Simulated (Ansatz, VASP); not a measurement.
# C in VASP and in Ansatz

```xyz
6
Lattice="3.4382 0.0000 0.0000 0.0000 3.4382 0.0000 0.0000 0.0000 4.4592" Properties=species:S:1:pos:R:3 pbc="T T T"
C     0.0000    0.0000    1.1148
C     0.0000    0.0000    3.3444
C     2.3851    0.0000    2.2296
C     1.0531    3.4382    2.2296
C     3.4382    2.3851    0.0000
C     0.0000    1.0531    0.0000
```

Alike in both runs: task relaxation of cell and atoms; functional PBE; k mesh 8 × 8 × 6; occupations gaussian, width 0.02 eV; no spin polarisation.

```csv
,VASP,Ansatz
version,VASP 6.6.1,Ansatz 0.2.0
potentials or method,"VASP PAW PBE potentials, release 64 (C), cutoff 600 eV","scalar-relativistic, plane waves, PAW"
valence electrons in the cell,24,24
```

|  | VASP | Ansatz | Ansatz less VASP |
| --- | --- | --- | --- |
| gap on the k mesh at the Fermi level, each at its own relaxed structure (eV) | 0.66 | 0.67 | +0.004 |
| relaxed volume (Å³/atom) | 8.79 | 8.79 | 0.000 |
| relaxed cell length with the largest relative difference (Å) | 3.438 | 3.438 | 0.0000 |

Ansatz's warnings: structure snapped to symmetry.

Noted on VASP's run: the relaxation stopped at its first step, so nothing moved.
